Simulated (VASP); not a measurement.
A run of VASP 6.6.1:

Contents of INCAR:

```
SYSTEM = Zn
ALGO = Normal
EDIFF = 1E-6
ENCUT = 520
GGA = PE
ISIF = 2
ISMEAR = -1
LASPH = .True.
LCHARG = .True.
LELF = .True.
LREAL = .False.
LVHAR = .True.
LWAVE = .False.
NBANDS = 19
NELM = 80
PREC = Accurate
SIGMA = 0.03
```

Contents of KPOINTS:

```
k-points
0
Gamma
  18 18 8
  0 0 0
```

The input POSCAR:

```
Zn
1.0
    2.6196232574      0.0000000000      0.0000000000
   -1.3098116287      2.2686602892      0.0000000000
    0.0000000000      0.0000000000      4.8628414268
Zn
2
Direct
    0.3333333333      0.6666666667      0.2500000000
    0.6666666667      0.3333333333      0.7500000000
```

Potentials or basis: VASP PAW PBE potentials, release 64 (Zn).

The run is started by

```console
$ cat potpaw_PBE.64/Zn/POTCAR > POTCAR
$ mpirun -np 1 vasp_std > vasp.out
```

Hardware: 1 thread of Intel(R) Xeon(R) 6975P-C (Granite Rapids) (shared host).

Q: Estimate the wall time of this run.

A: It took 28 s on 1 thread of Intel(R) Xeon(R) 6975P-C (Granite Rapids), on a shared host, peak memory 0.2 GiB. Counts: scf iterations 11, k points 185.
